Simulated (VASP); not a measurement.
# Te (P6/mmm) in VASP: a series of runs, part 2 of 2

VASP 6.6.1. Earlier steps stand in the parts before.

## (5) Single point, PBE

This run uses another cell than the first one: it holds 1 atom, not 3.

INCAR reads:

```
SYSTEM = Te
PREC = Accurate
ENCUT = 520
EDIFF = 1E-6
ISMEAR = 0
SIGMA = 0.1
LREAL = .False.
LASPH = .True.
NELM = 60
ALGO = Normal
ISIF = 2
LWAVE = .False.
LCHARG = .False.
GGA = PE
NBANDS = 9
```

KPOINTS reads:

```
regular mesh
0
Gamma
  6 6 6
  0 0 0
```

POSCAR reads:

```
Te
1.0
    3.4731943785      0.0000000000      0.0000000000
   -1.7365971893      3.0078745641      0.0000000000
    0.0000000000      0.0000000000      3.2452659974
Te
1
Direct
    0.0000000000      0.0000000000      0.0000000000
```

Potentials or basis: VASP PAW PBE potentials, release 64 (Te).

The run is started by

```bash
$ cat potpaw_PBE.64/Te/POTCAR > POTCAR
$ mpirun -np 1 vasp_std > vasp.out
```

OUTCAR:

```text
SYSTEM = Te
   PREC = Accurate
   ENCUT = 520
   EDIFF = 1E-6
   ISMEAR = 0
   LREAL = .False.
   LASPH = .True.
   NELM = 60
   ISIF = 2
   GGA = PE

 ion  position               nearest neighbor table
   1  0.000  0.000  0.000-

  LATTYP: Found a hexagonal cell.
 ALAT       =     3.4731943785
 C/A-ratio  =     0.9343750000

  Lattice vectors:

 A1 = (   3.4731943785,   0.0000000000,   0.0000000000)
 A2 = (  -1.7365971893,   3.0078745641,   0.0000000000)
 A3 = (   0.0000000000,   0.0000000000,   3.2452659974)

Analysis of symmetry for initial positions (statically):
=====================================================================
 Subroutine PRICEL returns:
 Original cell was already a primitive cell.

 Routine SETGRP: Setting up the symmetry group for a
 hexagonal supercell.

 Subroutine GETGRP returns: Found 24 space group operations
 (whereof 24 operations were pure point group operations)
 out of a pool of 24 trial point group operations.

The static configuration has the point symmetry D_6h.

[... 162 lines left out ...]
 cond. band min:       5.8343362962   @ k =   0.3333   0.0000   0.1667
 fundamental gap:      0.2061956218
 Fermi energy:         5.7483905560

 k-point     1 :       0.0000    0.0000    0.0000
  band No.  band energies     occupation
      1      -7.2318      2.00000
      2       7.1219      0.00000
      3       7.5131      0.00000
      4       7.5131      0.00000
      5      12.0571      0.00000
      6      12.8418      0.00000
      7      14.9225      0.00000
      8      14.9225      0.00000
      9      16.5063      0.00000
[... 265 lines left out ...]
 k-point    24 :       0.3333    0.0000    0.5000
  band No.  band energies     occupation
      1      -4.3421      2.00000
      2       1.5292      2.00000
      3       3.5654      2.00000
      4       7.2643      0.00000
      5       9.9506      0.00000
      6      13.3280      0.00000
      7      15.2564      0.00000
      8      15.9465      0.00000
      9      20.9503      0.00000

 [... further k-points ...]

------------------------ aborting loop because EDIFF is reached ----------------------------------------

  FORCE on cell =-STRESS in cart. coord.  units (eV):
  Direction    XX          YY          ZZ          XY          YZ          ZX
  --------------------------------------------------------------------------------------
  -------------------------------------------------------------------------------------
  Total       -0.8439838     -0.8439838     -0.9546894      0.0000000     -0.0000000     -0.0000000
  in kB      -39.8846322    -39.8846322    -45.1163108      0.0000000     -0.0000000     -0.0000000
  external PRESSURE =     -41.6285251 kB  Pullay stress =       0.0000000 kB

 VOLUME and BASIS-vectors are now :
 -----------------------------------------------------------------------------
  energy-cutoff  :      520.00
  volume of cell :       33.90
      direct lattice vectors                 reciprocal lattice vectors
     3.473194379  0.000000000  0.000000000     0.287919388  0.166230336  0.000000000
    -1.736597189  3.007874564  0.000000000     0.000000000  0.332460672  0.000000000
     0.000000000  0.000000000  3.245265997     0.000000000  0.000000000  0.308141151

 POSITION                                       TOTAL-FORCE (eV/Angst)
 -----------------------------------------------------------------------------------
      0.00000      0.00000      0.00000         0.000000      0.000000      0.000000
 -----------------------------------------------------------------------------------
    total drift:                                0.000000      0.000000      0.000000

  FREE ENERGIE OF THE ION-ELECTRON SYSTEM (eV)
  ---------------------------------------------------
  free  energy   TOTEN  =        -2.8448329992 eV

  energy  without entropy=       -2.8423989324  energy(sigma->0) =       -2.84361597
```

OSZICAR:

```text
N       E                     dE             d eps       ncg     rms          rms(c)
DAV:   1     0.104185754787E+02    0.10419E+02   -0.23370E+03   504   0.506E+02
DAV:   2    -0.250973063182E+01   -0.12928E+02   -0.12606E+02   673   0.700E+01
DAV:   3    -0.284636133831E+01   -0.33663E+00   -0.33591E+00   629   0.111E+01
DAV:   4    -0.284800519580E+01   -0.16439E-02   -0.16436E-02   677   0.927E-01
DAV:   5    -0.284801875906E+01   -0.13563E-04   -0.13563E-04   618   0.698E-02    0.557E+00
DAV:   6    -0.284516557269E+01    0.28532E-02   -0.48343E-03   597   0.335E-01    0.346E+00
DAV:   7    -0.284489086553E+01    0.27471E-03   -0.10518E-02   531   0.500E-01    0.212E-01
DAV:   8    -0.284483383921E+01    0.57026E-04   -0.51522E-04   568   0.125E-01    0.292E-02
DAV:   9    -0.284483299921E+01    0.84000E-06   -0.78928E-06   666   0.209E-02
   1 F= -.28448330E+01 E0= -.28436160E+01  d E =-.243407E-02
```

stdout:

```text
POSCAR found type information on POSCAR Te
 POSCAR found :  1 types and       1 ions
 scaLAPACK will be used
 LDA part: xc-table for (Slater+PW92), standard interpolation
 POSCAR, INCAR and KPOINTS ok, starting setup
 FFT: planning ... GRIDC
 FFT: planning ... GRID_SOFT
 FFT: planning ... GRID
 WAVECAR not read
 entering main loop
```

It took 4.1 s on 1 thread of Intel Xeon 6975P-C (Granite Rapids), shared host; peak memory 0.14 GiB.

What came out:

```yaml
Free_energy: -2.8448 eV
Pressure: -4.2 GPa
Band_gap_on_the_k_mesh: zero (band 3 reaches 8.72 eV, above the bottom of band 4 at 3.39 eV)
```

Stress tensor (GPa, compression positive):
```
-3.99  0.00  0.00
 0.00 -3.99  0.00
 0.00  0.00 -4.51
```

Caveat: spin-orbit coupling is left out, which moves the levels of the heavy elements.

## (6) Relaxation of cell and atoms, PBE

This run uses another cell than the first one: it holds 1 atom, not 3.

INCAR reads:

```
SYSTEM = Te
  PREC = Accurate
  ENCUT = 600
  EDIFF = 1E-6
  ISMEAR = 0
  SIGMA = 0.1
  LREAL = .False.
  LASPH = .True.
  NELM = 60
  ALGO = Normal
  ISIF = 3
  LWAVE = .False.
  LCHARG = .False.
  GGA = PE
  IBRION = 2
  NSW = 90
  EDIFFG = -0.04
```

KPOINTS reads:

```
Automatic mesh
0
Gamma
  6 6 6
  0 0 0
```

POSCAR is that of step 5.

Potentials or basis: VASP PAW PBE potentials, release 64 (Te).

The run is started by

```bash
$ cat potpaw_PBE.64/Te/POTCAR > POTCAR
$ mpirun -np 1 vasp_std > vasp.out
```

Wall time 8.8 s (1 thread of Intel Xeon 6975P-C (Granite Rapids), shared host); peak memory 0.16 GiB.

It converged, with:

* Free energy: -2.8916 eV
* Relaxed volume: 30.66 Å³/atom
* Relaxed cell: a = 3.364 Å, b = 3.364 Å, c = 3.129 Å, α = 90.00°, β = 90.00°, γ = 120.00°
* Space group after relaxing (to 0.05 Å): P6/mmm (No. 191)
* Energy gained by relaxing: 46.8 meV/atom
* Ionic steps: 3
* Pressure after relaxing: 0.0 GPa
* Band gap on the k mesh: zero (band 3 reaches 10.56 eV, above the bottom of band 4 at 4.35 eV)

Stress tensor (GPa, compression positive):
```
-0.09  0.00  0.00
 0.00 -0.09  0.00
 0.00  0.00  0.18
```

Step by step:
| step | energy change (eV) | largest force (eV/Å) | pressure (GPa) | volume (Å³) |
| --- | --- | --- | --- | --- |
| 1 | 0.0000 | 0.0000 | -4.16 | 33.90 |
| 2 | -0.0421 | 0.0000 | 1.71 | 29.76 |
| 3 | -0.0468 | 0.0000 | 0.00 | 30.66 |

Final structure:
```
Te
1.0
     3.36354    0.00000    0.00000
    -1.68177    2.91291    0.00000
     0.00000    0.00000    3.12931
Te
1
Direct
  0.00000 0.00000 0.00000
```

Levels at points of the mesh, in eV from the Fermi level:
```tsv
k point	band 1	band 2	band 3	band 4	band 5	band 6	band 7
(0.00, 0.00, 0.00)	-13.74	1.58	1.99	1.99	6.25	7.65	9.20
(0.50, 0.00, 0.00)	-11.43	-5.89	-0.21	3.40	4.78	9.58	11.04
(0.00, 0.00, 0.50)	-11.79	-6.21	3.49	3.49	10.31	10.76	11.13
(0.50, 0.00, 0.50)	-9.39	-4.17	-4.16	1.33	2.35	7.21	9.15
```

Caveat: spin-orbit coupling is left out, which moves the levels of the heavy elements.

## (7) The runs side by side

```csv
task,cell,k mesh,cutoff (eV),gap on the mesh (eV),pressure (GPa),relaxed volume (Å³/atom)
single point,"a = 5.654, b = 5.654, c = 3.163 Å, angles 90.0, 90.0, 120.0°, 3 atoms",9 × 9 × 14,520,none,-0.1,-
relaxation of cell and atoms,"relaxed from a = 5.656, b = 5.656, c = 3.146 Å, angles 90.0, 90.0, 120.0°, 3 atoms",9 × 9 × 14,600,none,0.0,29.15
single point,"a = 3.367, b = 3.367, c = 3.135 Å, angles 90.0, 90.0, 120.0°, 1 atom",6 × 6 × 6,520,none,-0.2,-
single point,"a = 3.473, b = 3.473, c = 3.245 Å, angles 90.0, 90.0, 120.0°, 1 atom",6 × 6 × 6,520,none,-4.2,-
relaxation of cell and atoms,"relaxed from a = 3.473, b = 3.473, c = 3.245 Å, angles 90.0, 90.0, 120.0°, 1 atom",6 × 6 × 6,600,none,0.0,30.66
```

Alike in all rows: level PBE; potentials or basis VASP PAW PBE potentials, release 64 (Te); no spin polarisation; smearing gaussian 0.1 eV.

Caveats: spin-orbit coupling is left out, which moves the levels of the heavy elements.

Absolute energies hang on the potentials; compare differences alone.
